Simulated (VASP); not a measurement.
# Rh (Fm-3m) in VASP: further runs

The runs below take Rh through single point, relaxation of cell and atoms, with PBEsol.

Everything below comes from runs of VASP 6.6.1. Logs are shortened: lines on timing, memory, paths and dates and some standing lists are left out, and cuts for length are marked.

## 1. The cell of the first run

The structure is cubic, space group Fm-3m (No. 225). Conventional cell: a = 3.782 Å, b = 3.782 Å, c = 3.782 Å, α = 90.00°, β = 90.00°, γ = 90.00°. Rh (site symmetry m-3m) has 12 Rh at 2.67 Å within 3.5 Å.

## 2. Single point, PBEsol

Input file INCAR:

```
PREC = Accurate ; ENCUT = 520
EDIFF = 1E-6 ; ISMEAR = -1
SIGMA = 0.1 ; LREAL = False
LASPH = True ; NELM = 80
ALGO = Normal ; ISIF = 2
LWAVE = False ; LCHARG = True
GGA = PS ; LELF = True
LVHAR = True ; NBANDS = 14
```

Input file KPOINTS:

```
regular mesh
0
Gamma
  20 20 20
```

Input file POSCAR:

```
Rh
1.0
    0.0000000000      1.8907942649      1.8907942649
    1.8907942649      0.0000000000      1.8907942649
    1.8907942649      1.8907942649      0.0000000000
Rh
1
Direct
    0.0000000000      0.0000000000      0.0000000000
```

Potentials or basis: VASP PAW PBE potentials, release 64 (Rh_pv).

The run is started by

```bash
cat potpaw_PBE.64/Rh_pv/POTCAR > POTCAR
mpirun -np 1 vasp_std > vasp.out
```

OUTCAR:

```text
PREC = Accurate
   ENCUT = 520
   EDIFF = 1E-6
   ISMEAR = -1
   LREAL = False
   LASPH = True
   NELM = 80
   ISIF = 2
   GGA = PS

 ion  position               nearest neighbor table
   1  0.000  0.000  0.000-

  LATTYP: Found a face centered cubic cell.
 ALAT       =     3.7815885298

  Lattice vectors:

 A1 = (   0.0000000000,   1.8907942649,   1.8907942649)
 A2 = (   1.8907942649,   0.0000000000,   1.8907942649)
 A3 = (   1.8907942649,   1.8907942649,   0.0000000000)

Analysis of symmetry for initial positions (statically):
=====================================================================
 Subroutine PRICEL returns:
 Original cell was already a primitive cell.

 Routine SETGRP: Setting up the symmetry group for a
 face centered cubic supercell.

 Subroutine GETGRP returns: Found 48 space group operations
[... 9 lines left out ...]

 Routine SETGRP: Setting up the symmetry group for a
 face centered cubic supercell.

 Subroutine GETGRP returns: Found 48 space group operations
[... 11 lines left out ...]
                                     Primitive cell

  volume of cell :      13.5196

  direct lattice vectors                    reciprocal lattice vectors
     0.000000000  1.890794265  1.890794265    -0.264439135  0.264439135  0.264439135
     1.890794265  0.000000000  1.890794265     0.264439135 -0.264439135  0.264439135
     1.890794265  1.890794265  0.000000000     0.264439135  0.264439135 -0.264439135

  length of vectors
     2.673986893  2.673986893  2.673986893     0.458022017  0.458022017  0.458022017

  position of ions in fractional coordinates (direct lattice)
     0.000000000  0.000000000  0.000000000

  ion indices of the primitive-cell ions
   primitive index   ion index
                 1           1

----------------------------------------------------------------------------------------

 KPOINTS: regular mesh

Automatic generation of k-mesh.
 Grid dimensions read from file:
 generate k-points for:   20   20   20

 Generating k-lattice:

  Cartesian coordinates                     Fractional coordinates (reciprocal lattice)
    -0.013221957  0.013221957  0.013221957     0.050000000  0.000000000  0.000000000
     0.013221957 -0.013221957  0.013221957     0.000000000  0.050000000  0.000000000
     0.013221957  0.013221957 -0.013221957     0.000000000  0.000000000  0.050000000

  Length of vectors
     0.022901101  0.022901101  0.022901101

  Shift w.r.t. Gamma in fractional coordinates (k-lattice)
     0.000000000  0.000000000  0.000000000

 Subroutine IBZKPT returns following result:
 ===========================================

 Found    256 irreducible k-points:

 Following reciprocal coordinates:
            Coordinates               Weight
  0.000000  0.000000  0.000000      1.000000
  0.050000  0.000000  0.000000      8.000000
  0.100000  0.000000  0.000000      8.000000
  0.150000  0.000000  0.000000      8.000000
  0.200000  0.000000  0.000000      8.000000
  0.250000  0.000000  0.000000      8.000000
[... 16 lines left out ...]
 -0.400000  0.050000  0.000000     24.000000
 -0.350000  0.050000  0.000000     24.000000
 [... further k-points ...]
   k-points           NKPTS =    256   k-points in BZ     NKDIM =    256   number of bands    NBANDS=     14
   number of dos      NEDOS =    301   number of ions     NIONS =      1
   total plane-waves  NPLWV =   8000
   dimension x,y,z NGX =    20 NGY =   20 NGZ =   20
   dimension x,y,z NGXF=    40 NGYF=   40 NGZF=   40
   ions per type =               1
   NGX,Y,Z   is equivalent  to a cutoff of  12.43, 12.43, 12.43 a.u.
   NGXF,Y,Z  is equivalent  to a cutoff of  24.87, 24.87, 24.87 a.u.
 SYSTEM =  unknown system
   PREC   = accura    normal or accurate (medium, high low for compatibility)
   ISTART =      0    job   : 0-new  1-cont  2-samecut
   ICHARG =      2    charge: 1-file 2-atom 10-const
   ISPIN  =      1    spin polarized calculation?
   LNONCOLLINEAR =      F non collinear calculations
   LSORBIT =      F    spin-orbit coupling
   LASPH  =      T    aspherical Exc in radial PAW
   ENCUT  =  520.0 eV  38.22 Ry    6.18 a.u.   4.97  4.97  4.97*2*pi/ulx,y,z
   NELM   =     80;   NELMIN=  2; NELMDL= -5     # of ELM steps
   EDIFF  = 0.1E-05   stopping-criterion for ELM
   LREAL  =      F    real-space projection
   EDIFFG = 0.1E-04   stopping-criterion for IOM
   NSW    =      0    number of steps for IOM
   IBRION =     -1    ionic relax: 0-MD 1-quasi-New 2-CG
   NFREE  =      0    steps in history (QN), initial steepest desc. (CG)
   ISIF   =      2    stress and relaxation
   ISYM   =      2    0-nonsym 1-usesym 2-fastsym
   POTIM  = 0.5000    time-step for ionic-motion
   TEBEG  =    0.0;   TEEND  =   0.0 temperature during run
   PSTRESS=    0.0 pullay stress
   NELECT =      15.0000    total number of electrons
   NUPDOWN=      -1.0000    fix difference up-down
   EMIN   =  10.00;   EMAX   =-10.00  energy-range for DOS
   EFERMI =   0.00;   METHOD = LEGACY
   ISMEAR =    -1;   SIGMA  =   0.10  broadening in eV -4-tet -1-fermi 0-gaus
   EFERMI_NEDOS =   21; number of points for ismear=-14 and -15
   IALGO  =     38    algorithm
   IMIX   =      4    mixing-type and parameters
     AMIX     =   0.40;   BMIX     =  1.00
     AMIX_MAG =   1.60;   BMIX_MAG =  1.00
  volume/ion in A,a.u.               =      13.52        91.23
  Fermi-wavevector in a.u.,A,eV,Ry     =   1.694797  3.202702 39.080508  2.872336
  Thomas-Fermi vector in A             =   2.775957
   LORBIT       =      0    0 simple, 1 ext, 2 COOP (PROOUT), +10 PAW based schemes
   GGA     = PS    functional components
   LHFCALC =     F    Hartree Fock is set to
   AEXX    =    0.0000 exact exchange contribution
   IVDW    =     0    specifies the selected vdW correction
   LEPSILON=     F    determine dielectric tensor
   LRPA    =     F    only Hartree local field effects (RPA)
 non-spin polarized calculation
  energy-cutoff  :      520.00
  volume of cell :       13.52
 maximum number of plane-waves:       380
   NGX =  9   NGY =  9   NGZ =  9

 number of electron      15.0000007 magnetization

 Free energy of the ion-electron system (eV)
  ---------------------------------------------------
  ext. energy  EPLUGINS =         0.00000000
  ---------------------------------------------------
  free energy    TOTEN  =        -8.15882052 eV

  energy without entropy =       -8.11665197  energy(sigma->0) =       -8.13773624

 E-fermi :  12.0611     XC(G=0): -14.3265

 val. band max:       12.0591737216   @ k =   0.3500   0.0500   0.0000
 cond. band min:      12.0652440922   @ k =  -0.3000   0.3000   0.1000
 fundamental gap:      0.0060703706
 Fermi energy:        12.0610594974

 k-point     1 :       0.0000    0.0000    0.0000
  band No.  band energies     occupation
      1     -34.2940      2.00000
      2     -34.2940      2.00000
      3     -34.2940      2.00000
      4       3.8868      2.00000
      5       8.8910      2.00000
      6       8.8910      2.00000
      7       8.8910      2.00000
      8      11.0600      1.99991
      9      11.0600      1.99991
     10      27.9864      0.00000
     11      32.3900      0.00000
     12      33.5327      0.00000
     13      33.5327      0.00000
     14      33.5327      0.00000

 k-point     2 :       0.0500    0.0000    0.0000
  band No.  band energies     occupation
      1     -34.3138      2.00000
      2     -34.2967      2.00000
      3     -34.2967      2.00000
      4       3.9898      2.00000
      5       8.8438      2.00000
      6       8.9320      2.00000
      7       8.9320      2.00000
      8      11.0363      1.99993
      9      11.0363      1.99993
     10      28.1398      0.00000
     11      32.3880      0.00000
     12      32.9520      0.00000
     13      33.6853      0.00000
     14      33.6853      0.00000

 k-point     3 :       0.1000    0.0000    0.0000
  band No.  band energies     occupation
      1     -34.3712      2.00000
      2     -34.3044      2.00000
      3     -34.3044      2.00000
      4       4.2881      2.00000
      5       8.7211      2.00000
      6       9.0425      2.00000
      7       9.0425      2.00000
      8      10.9808      1.99996
      9      10.9808      1.99996
     10      28.5614      0.00000
     11      31.6808      0.00000
     12      32.3951      0.00000
     13      34.1314      0.00000
     14      34.1314      0.00000

 k-point     4 :       0.1500    0.0000    0.0000
  band No.  band energies     occupation
      1     -34.4598      2.00000
      2     -34.3164      2.00000
      3     -34.3164      2.00000
      4       4.7435      2.00000
      5       8.5810      2.00000
      6       9.1806      2.00000
      7       9.1806      2.00000
      8      10.9434      1.99997
      9      10.9434      1.99997
     10      29.1182      0.00000
     11      30.2447      0.00000
     12      32.3923      0.00000
     13      34.8348      0.00000
     14      34.8348      0.00000

 k-point     5 :       0.2000    0.0000    0.0000
  band No.  band energies     occupation
      1     -34.5704      2.00000
      2     -34.3314      2.00000
      3     -34.3314      2.00000
      4       5.2692      2.00000
      5       8.5321      2.00000
      6       9.2743      2.00000
      7       9.2743      2.00000
      8      11.0036      1.99995
      9      11.0036      1.99995
     10      28.7244      0.00000
     11      29.6214      0.00000
[... 276 lines left out ...]
 k-point    22 :      -0.4500    0.0500    0.0000
  band No.  band energies     occupation
      1     -35.0603      2.00000
      2     -34.4163      2.00000
      3     -34.4017      2.00000
      4       5.8468      2.00000
      5       8.7644      2.00000
      6       8.8880      2.00000
      7      11.6674      1.96174
      8      12.5508      0.01482
      9      13.6130      0.00000
     10      21.0375      0.00000
     11      27.6816      0.00000
     12      32.3911      0.00000
     13      33.0449      0.00000
     14      33.5950      0.00000

 k-point    23 :      -0.4000    0.0500    0.0000
  band No.  band energies     occupation
      1     -35.0188      2.00000
      2     -34.4134      2.00000
      3     -34.3924      2.00000
      4       5.9016      2.00000
      5       8.8396      2.00000
      6       8.9424      2.00000
      7      11.1934      1.99966
      8      12.2675      0.22516
      9      13.1596      0.00003
     10      22.0703      0.00000
     11      27.9503      0.00000
     12      32.3914      0.00000
     13      33.3049      0.00000
     14      34.3640      0.00000

 k-point    24 :      -0.3500    0.0500    0.0000
  band No.  band energies     occupation
      1     -34.9455      2.00000
      2     -34.4052      2.00000
      3     -34.3792      2.00000
      4       5.9770      2.00000
      5       8.9570      2.00000
      6       9.0447      2.00000
      7      10.3697      2.00000
      8      11.8731      1.73503
      9      12.6381      0.00622
     10      23.5556      0.00000
     11      28.4324      0.00000
     12      32.3917      0.00000
     13      33.9193      0.00000
     14      35.5293      0.00000

 [... further k-points ...]
[... 5 lines left out ...]
  --------------------------------------------------------------------------------------
  -------------------------------------------------------------------------------------
  Total       -0.0071910     -0.0071910     -0.0071910     -0.0000000      0.0000000      0.0000000
  in kB       -0.8521964     -0.8521964     -0.8521964     -0.0000000      0.0000000      0.0000000
  external PRESSURE =      -0.8521964 kB  Pullay stress =       0.0000000 kB

 VOLUME and BASIS-vectors are now :
 -----------------------------------------------------------------------------
  energy-cutoff  :      520.00
  volume of cell :       13.52
      direct lattice vectors                 reciprocal lattice vectors
     0.000000000  1.890794265  1.890794265    -0.264439135  0.264439135  0.264439135
     1.890794265  0.000000000  1.890794265     0.264439135 -0.264439135  0.264439135
     1.890794265  1.890794265  0.000000000     0.264439135  0.264439135 -0.264439135

 POSITION                                       TOTAL-FORCE (eV/Angst)
 -----------------------------------------------------------------------------------
      0.00000      0.00000      0.00000        -0.000000     -0.000000     -0.000000
 -----------------------------------------------------------------------------------
    total drift:                                0.000000      0.000000      0.000000

  FREE ENERGIE OF THE ION-ELECTRON SYSTEM (eV)
  ---------------------------------------------------
  free  energy   TOTEN  =        -8.1588205204 eV

  energy  without entropy=       -8.1166519679  energy(sigma->0) =       -8.13773624
```

Run time: 32 s. Hardware: 1 thread of Intel Xeon 6975P-C, shared host; peak memory 0.16 GiB.

Results:

- Free energy: -8.1588 eV
- Pressure: -0.1 GPa

Caveat: the PAW data sets were made with another functional, which shifts forces and pressure a little.

## 3. Single point, PBEsol

Input file INCAR:

```
PREC     = Accurate       # precision mode
ENCUT    = 520            # plane-wave cutoff, eV
EDIFF    = 1E-6           # SCF threshold, eV
ISMEAR   = -1             # smearing method
SIGMA    = 0.1            # smearing width, eV
LREAL    = F              # projectors in reciprocal space
LASPH    = T              # aspherical terms in the spheres
NELM     = 100            # most SCF steps
ALGO     = Normal         # electronic algorithm
ISIF     = 2              # what is computed and relaxed
LWAVE    = F              # write WAVECAR
LCHARG   = T              # write CHGCAR
GGA      = PS             # functional
LELF     = T              # ELF
LVHAR    = T            
NBANDS   = 14             # bands
```

Input file KPOINTS:

```
Automatic mesh
0
Gamma
  20 20 20
```

Input file POSCAR:

```
Rh
1.0
    0.0000000000      1.8907945501      1.8907945501
    1.8907945501      0.0000000000      1.8907945501
    1.8907945501      1.8907945501      0.0000000000
Rh
1
Direct
    0.0000000000      0.0000000000      0.0000000000
```

Potentials or basis: VASP PAW PBE potentials, release 64 (Rh_pv).

The run is started by

```bash
cat potpaw_PBE.64/Rh_pv/POTCAR > POTCAR
mpirun -np 1 vasp_std > vasp.out
```

Run time: 37 s. Hardware: 1 thread of Intel Xeon 6975P-C, shared host; peak memory 0.16 GiB.

The run converged. Its results:

| Property | Result |
| --- | --- |
| Free energy | -8.1588 eV |
| Pressure | -0.1 GPa |

Levels at points of the mesh, in eV from the Fermi level:
```csv
k point,band 5,band 6,band 7,band 8,band 9,band 10
"(0.00, 0.00, 0.00)",-3.17,-3.17,-3.17,-1.00,-1.00,15.93
"(0.50, 0.00, 0.00)",-3.25,-3.25,0.61,0.61,0.64,8.77
"(0.50, 0.50, 0.00)",-6.12,0.58,1.03,1.03,3.21,12.45
```

Caveat: the PAW data sets were made with another functional, which shifts forces and pressure a little.

## 4. Relaxation of cell and atoms, PBEsol

This run uses another cell than the first one, of 13.67 Å³/atom, 1.011 times its volume.

Input file INCAR:

```
PREC     = Accurate       # precision mode
ENCUT    = 600            # plane-wave cutoff, eV
EDIFF    = 1E-7           # SCF threshold, eV
ISMEAR   = -1             # smearing method
SIGMA    = 0.1            # smearing width, eV
LREAL    = F              # projectors in reciprocal space
LASPH    = T              # aspherical terms in the spheres
NELM     = 100            # most SCF steps
ALGO     = Normal         # electronic algorithm
ISIF     = 3              # what is computed and relaxed
LWAVE    = F              # write WAVECAR
LCHARG   = F              # write CHGCAR
GGA      = PS             # functional
IBRION   = 2              # ionic algorithm
NSW      = 100            # ionic steps
EDIFFG   = -0.002         # ionic threshold
```

KPOINTS is that of step 3.

Input file POSCAR:

```
Rh
1.0
    0.0000000000      1.8978500000      1.8978500000
    1.8978500000      0.0000000000      1.8978500000
    1.8978500000      1.8978500000      0.0000000000
Rh
1
Direct
    0.0000000000      0.0000000000      0.0000000000
```

The run is started by

```bash
cat potpaw_PBE.64/Rh_pv/POTCAR > POTCAR
mpirun -np 1 vasp_std > vasp.out
```

It used 50 s of CPU time on 1 thread of Intel Xeon 6975P-C, on a shared host.

Results (log left out):

```
Free energy                            : -8.1594 eV
Relaxed volume                         : 13.51 Å³/atom
Relaxed cell                           : a = 2.674 Å, b = 2.674 Å, c = 2.674 Å, α = 60.00°, β = 60.00°, γ = 60.00°
Space group after relaxing (to 0.05 Å) : Fm-3m (No. 225)
Energy gained by relaxing              : 1.7 meV/atom
Ionic steps                            : 3
Pressure after relaxing                : 0.0 GPa
```

The path:
| step | energy change (eV) | largest force (eV/Å) | pressure (GPa) | volume (Å³) |
| --- | --- | --- | --- | --- |
| 1 | 0.0000 | 0.0000 | -3.38 | 13.67 |
| 2 | 0.0100 | 0.0000 | 9.67 | 13.11 |
| 3 | -0.0017 | 0.0000 | -0.02 | 13.51 |

Final structure:
```yaml
crystal:
  lattice:
    - [0.00000, 1.89045, 1.89045]
    - [1.89045, 0.00000, 1.89045]
    - [1.89045, 1.89045, 0.00000]
  atoms:
    - { symbol: Rh, position: [0.00000, 0.00000, 0.00000] }
```

Levels at points of the mesh, in eV from the Fermi level:
```tsv
k point	band 5	band 6	band 7	band 8	band 9	band 10
(0.00, 0.00, 0.00)	-3.17	-3.17	-3.17	-1.00	-1.00	15.93
(0.50, 0.00, 0.00)	-3.25	-3.25	0.61	0.61	0.64	8.78
(0.50, 0.50, 0.00)	-6.13	0.58	1.03	1.03	3.21	12.46
```

Caveat: the PAW data sets were made with another functional, which shifts forces and pressure a little.
